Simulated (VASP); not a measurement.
# SiSe2 (Ibam) in VASP: a series of runs

Runs on SiSe2. Level: PBE. Tasks: relaxation of shape and atoms at fixed volume, single point.

Everything below comes from runs of VASP 6.6.1. Logs are shortened: lines on timing, memory, paths and dates and some standing lists are left out, and cuts for length are marked.

### 1 The cell of the first run

The structure is orthorhombic, space group Ibam (No. 72). The conventional cell has a = 6.808 Å, b = 11.378 Å, c = 5.974 Å, α = 90.00°, β = 90.00°, γ = 90.00°. Within 3.1 Å of Si (site symmetry 222) lie 4 Se at 2.32 Å and 2 Si at 2.99 Å. Within 3.1 Å of Se (site symmetry m) lie 2 Si at 2.32 Å.

### 2 Relaxation of shape and atoms at fixed volume, PBE (38.56 Å³/atom)

INCAR reads:

```
  PREC = Accurate
  ENCUT = 500
  EDIFF = 1E-7
  ISMEAR = 0
  SIGMA = 0.05
  LREAL = False
  LASPH = True
  NELM = 120
  ALGO = Normal
  ISIF = 4
  LWAVE = False
  LCHARG = False
  GGA = PE
  IBRION = 2
  NSW = 60
  EDIFFG = -0.01
  GGA_COMPAT = False
  NELMIN = 4
```

KPOINTS reads:

```
Automatic mesh
0
Gamma
  6 6 6
```

POSCAR reads:

```
SiSe2
1.0
   -3.4040972076      5.6891456492      2.9869315869
    3.4040972076     -5.6891456492      2.9869315869
    3.4040972076      5.6891456492     -2.9869315869
Si Se
2 4
Direct
    0.2500000000      0.2500000000      0.0000000000
    0.7500000000      0.7500000000      0.0000000000
    0.1092324697      0.8146771354      0.9239096050
    0.8907675303      0.1853228646      0.0760903950
    0.6092324697      0.6853228646      0.2945553343
    0.3907675303      0.3146771354      0.7054446657
```

Potentials or basis: VASP PAW PBE potentials, release 64 (Si, Se).

The run is started by

```console
> cat potpaw_PBE.64/Si/POTCAR potpaw_PBE.64/Se/POTCAR > POTCAR
> mpirun -np 1 vasp_std > vasp.out
```

OUTCAR:

```text
PREC = Accurate
   ENCUT = 500
   EDIFF = 1E-7
   ISMEAR = 0
   LREAL = False
   LASPH = True
   NELM = 120
   ISIF = 4
   GGA = PE
   IBRION = 2
   NSW = 60
   EDIFFG = -0.01
   NELMIN = 4

 ion  position               nearest neighbor table
   1  0.250  0.250  0.000-   3 2.32   5 2.32   6 2.32   4 2.32   2 2.99   2 2.99
   2  0.750  0.750  0.000-   4 2.32   6 2.32   5 2.32   3 2.32   1 2.99   1 2.99
   3  0.109  0.815  0.924-   1 2.32   2 2.32
   4  0.891  0.185  0.076-   2 2.32   1 2.32
   5  0.609  0.685  0.295-   1 2.32   2 2.32
   6  0.391  0.315  0.705-   2 2.32   1 2.32

  LATTYP: Found a body centered orthorhombic cell.
 ALAT       =     5.9738631738
 B/A-ratio  =     1.1396636008
 C/A-ratio  =     1.9046789267

  Lattice vectors:

 A1 = (   3.4040972076,   5.6891456492,  -2.9869315869)
 A2 = (  -3.4040972076,   5.6891456492,   2.9869315869)
 A3 = (   3.4040972076,  -5.6891456492,   2.9869315869)

Analysis of symmetry for initial positions (statically):
=====================================================================
 Subroutine PRICEL returns:
 Original cell was already a primitive cell.

 Routine SETGRP: Setting up the symmetry group for a
 body centered orthorhombic supercell.

 Subroutine GETGRP returns: Found  8 space group operations
 (whereof  4 operations were pure point group operations)
 out of a pool of  8 trial point group operations.

The static configuration has the point symmetry C_2h.
 The point group associated with its full space group is D_2h.

Analysis of symmetry for dynamics (positions and initial velocities):
=====================================================================
 Subroutine PRICEL returns:
 Original cell was already a primitive cell.

 Routine SETGRP: Setting up the symmetry group for a
 body centered orthorhombic supercell.

 Subroutine GETGRP returns: Found  8 space group operations
 (whereof  4 operations were pure point group operations)
 out of a pool of  8 trial point group operations.

The dynamic configuration has the point symmetry C_2h.
 The point group associated with its full space group is D_2h.

 Subroutine INISYM returns: Found  8 space group operations
 (whereof  4 operations are pure point group operations),
 and found     1 'primitive' translations

[... 105 lines left out ...]
   NSW    =     60    number of steps for IOM
   IBRION =      2    ionic relax: 0-MD 1-quasi-New 2-CG
   NFREE  =      1    steps in history (QN), initial steepest desc. (CG)
   ISIF   =      4    stress and relaxation
   ISYM   =      2    0-nonsym 1-usesym 2-fastsym
   POTIM  = 0.5000    time-step for ionic-motion
   TEBEG  =    0.0;   TEEND  =   0.0 temperature during run
   PSTRESS=    0.0 pullay stress
   NELECT =      32.0000    total number of electrons
   NUPDOWN=      -1.0000    fix difference up-down
   EMIN   =  10.00;   EMAX   =-10.00  energy-range for DOS
   EFERMI =   0.00;   METHOD = LEGACY
   ISMEAR =     0;   SIGMA  =   0.05  broadening in eV -4-tet -1-fermi 0-gaus
   EFERMI_NEDOS =   21; number of points for ismear=-14 and -15
   IALGO  =     38    algorithm
   IMIX   =      4    mixing-type and parameters
     AMIX     =   0.40;   BMIX     =  1.00
     AMIX_MAG =   1.60;   BMIX_MAG =  1.00
  volume/ion in A,a.u.               =      38.56       260.24
  Fermi-wavevector in a.u.,A,eV,Ry     =   0.846604  1.599849  9.751806  0.716738
  Thomas-Fermi vector in A             =   1.961977
   LORBIT       =      0    0 simple, 1 ext, 2 COOP (PROOUT), +10 PAW based schemes
   GGA     = PE    functional components
   LHFCALC =     F    Hartree Fock is set to
   AEXX    =    0.0000 exact exchange contribution
   IVDW    =     0    specifies the selected vdW correction
   LEPSILON=     F    determine dielectric tensor
   LRPA    =     F    only Hartree local field effects (RPA)
 conjugate gradient relaxation of ions
 non-spin polarized calculation
 Gauss-broadening in eV      SIGMA  =   0.05
  energy-cutoff  :      500.00
  volume of cell :      231.38
 maximum number of plane-waves:      5892
 NGX is ok and might be reduce to    54
   NGX = 27   NGY = 27   NGZ = 27

--------------------------------------- Ionic step        1  -------------------------------------------

 number of electron      31.9999999 magnetization

 Free energy of the ion-electron system (eV)
  ---------------------------------------------------
  ext. energy  EPLUGINS =         0.00000000
  ---------------------------------------------------
  free energy    TOTEN  =       -27.58883576 eV

  energy without entropy =      -27.58883576  energy(sigma->0) =      -27.58883576

------------------------ aborting loop because EDIFF is reached ----------------------------------------

  FORCE on cell =-STRESS in cart. coord.  units (eV):
  Direction    XX          YY          ZZ          XY          YZ          ZX
  --------------------------------------------------------------------------------------
  -------------------------------------------------------------------------------------
  Total       -0.8894306     -0.8383525     -1.3040281      0.0000000      0.0000000      0.0000000
  in kB       -6.1586904     -5.8050097     -9.0294907      0.0000000      0.0000000      0.0000000
  external PRESSURE =      -6.9977303 kB  Pullay stress =       0.0000000 kB
[... 187 lines left out ...]
--------------------------------------- Ionic step        6  -------------------------------------------

 number of electron      32.0000000 magnetization

 Free energy of the ion-electron system (eV)
  ---------------------------------------------------
  ext. energy  EPLUGINS =         0.00000000
  ---------------------------------------------------
  free energy    TOTEN  =       -27.59725943 eV

  energy without entropy =      -27.59725943  energy(sigma->0) =      -27.59725943

 E-fermi :  -0.0269     XC(G=0):  -6.7226

 val. band max:       -0.2711034423   @ k =  -0.3333   0.3333   0.3333
 cond. band min:       2.0182696434   @ k =  -0.3333  -0.3333   0.3333
 fundamental gap:      2.2893730858
 Fermi energy:        -0.0269493692

 k-point     1 :       0.0000    0.0000    0.0000
  band No.  band energies     occupation
      1     -14.3075      2.00000
      2     -12.7240      2.00000
      3     -12.3843      2.00000
      4     -12.3499      2.00000
      5      -7.7416      2.00000
      6      -6.3546      2.00000
[... 541 lines left out ...]
     19       3.6511      0.00000
     20       3.6511      0.00000

 [... further k-points ...]

------------------------ aborting loop because EDIFF is reached ----------------------------------------

  FORCE on cell =-STRESS in cart. coord.  units (eV):
  Direction    XX          YY          ZZ          XY          YZ          ZX
  --------------------------------------------------------------------------------------
  -------------------------------------------------------------------------------------
  Total       -0.0662692     -0.0411285     -0.0487384     -0.0000000      0.0000000      0.0000000
  in kB       -0.4588680     -0.2847867     -0.3374799     -0.0000000      0.0000000      0.0000000
  external PRESSURE =      -0.3603782 kB  Pullay stress =       0.0000000 kB
[... 21 lines left out ...]
  FREE ENERGIE OF THE ION-ELECTRON SYSTEM (eV)
  ---------------------------------------------------
  free  energy   TOTEN  =       -27.5972594335 eV

  energy  without entropy=      -27.5972594335  energy(sigma->0) =      -27.59725943

 reached required accuracy - stopping structural energy minimisation
```

OSZICAR:

```text
N       E                     dE             d eps       ncg     rms          rms(c)
DAV:   1     0.179145223991E+03    0.17915E+03   -0.11645E+04  1840   0.123E+03
[... 52 lines left out ...]
       N       E                     dE             d eps       ncg     rms          rms(c)
DAV:   1    -0.275973522761E+02   -0.14225E-03   -0.62272E-03  1888   0.396E-01    0.459E-02
DAV:   2    -0.275972797184E+02    0.72558E-04   -0.23735E-04  2328   0.890E-02    0.233E-02
DAV:   3    -0.275972609651E+02    0.18753E-04   -0.72765E-05  2272   0.405E-02    0.990E-03
DAV:   4    -0.275972594482E+02    0.15169E-05   -0.81556E-06  2116   0.166E-02    0.455E-03
DAV:   5    -0.275972594170E+02    0.31194E-07   -0.18848E-06  2224   0.729E-03    0.160E-03
DAV:   6    -0.275972594335E+02   -0.16437E-07   -0.19651E-07  1516   0.303E-03
   6 F= -.27597259E+02 E0= -.27597259E+02  d E =-.355618E-03
```

CONTCAR:

```text
SiSe2
   1.00000000000000
    -3.4126633843343126    5.7090264265655613    2.9690586402023178
     3.4126633843343126   -5.7090264265655613    2.9690586402023178
     3.4126633843343126    5.7090264265655613   -2.9690586402023178
  Si              Se
     2     4
Direct
     0.2500000000000000    0.2500000000000000    1.0000000000000000
     0.7500000000000000    0.7500000000000000    1.0000000000000000
     0.1083134422077560    0.8163314131005973    0.9246448552083586
     0.8916865577922440    0.1836685868994026    0.0753551447916413
     0.6083134422077560    0.6836685868994027    0.2919820291071586
     0.3916865577922440    0.3163314131005974    0.7080179708928414

  0.00000000E+00  0.00000000E+00  0.00000000E+00
  0.00000000E+00  0.00000000E+00  0.00000000E+00
  0.00000000E+00  0.00000000E+00  0.00000000E+00
  0.00000000E+00  0.00000000E+00  0.00000000E+00
  0.00000000E+00  0.00000000E+00  0.00000000E+00
  0.00000000E+00  0.00000000E+00  0.00000000E+00
```

It took 26 min on 1 thread of Intel Xeon Platinum 8259CL at 2.50GHz (Skylake/Cascade Lake), shared host; peak memory 0.53 GiB.

What came out:

```yaml
Free_energy: -27.5973 eV
Energy_gained_by_relaxing: 1.4 meV/atom
Ionic_steps: 6
Pressure_after_relaxing: 0.0 GPa
Largest_force_after_relaxing: 0.003 eV/Å
Band_gap_on_the_k_mesh: 2.29 eV (least direct gap 2.42 eV)
```

Forces on the atoms (eV/Å):
```
Si   0.000  0.000  0.000
Si   0.000  0.000  0.000
Se   0.000  0.003  0.000
Se   0.000 -0.003  0.000
Se   0.000  0.003  0.000
Se   0.000 -0.003  0.000
```

Step by step:
```csv
step,energy change (eV),largest force (eV/Å),pressure (GPa),volume (Å³)
1,0.0000,0.2278,-0.70,231.38
2,-0.0073,0.0604,-0.26,231.38
3,-0.0081,0.0112,-0.07,231.38
4,-0.0081,0.0159,-0.06,231.38
5,-0.0084,0.0075,-0.05,231.38
6,-0.0084,0.0031,-0.04,231.38
```

Final structure:
```
CELL_PARAMETERS angstrom
-3.41266 5.70903 2.96906
3.41266 -5.70903 2.96906
3.41266 5.70903 -2.96906
ATOMIC_POSITIONS crystal
Si 0.25000 0.25000 0.00000
Si 0.75000 0.75000 0.00000
Se 0.10831 0.81633 0.92464
Se 0.89169 0.18367 0.07536
Se 0.60831 0.68367 0.29198
Se 0.39169 0.31633 0.70802
```

Levels at points of the mesh, in eV from the valence-band top:
| k point | band 12 | band 13 | band 14 | band 15 | band 16 | band 17 | band 18 | band 19 | band 20 |
| --- | --- | --- | --- | --- | --- | --- | --- | --- | --- |
| (0.00, 0.00, 0.00) | -1.51 | -1.50 | -0.95 | -0.86 | -0.14 | 2.92 | 3.06 | 3.56 | 4.56 |
| (0.50, 0.00, 0.00) | -1.87 | -0.92 | -0.92 | -0.57 | -0.57 | 2.55 | 2.55 | 4.09 | 4.09 |
| (0.00, 0.50, 0.00) | -1.88 | -0.73 | -0.73 | -0.63 | -0.63 | 2.51 | 2.51 | 3.99 | 3.99 |
| (0.50, 0.50, 0.00) | -1.60 | -1.58 | -1.30 | -1.02 | 0.00 | 2.90 | 3.77 | 4.04 | 4.21 |
| (0.50, 0.50, 0.50) | -1.64 | -1.63 | -1.57 | -1.19 | -0.05 | 2.38 | 3.76 | 4.03 | 4.25 |

(Continued in part 2 of 2.)
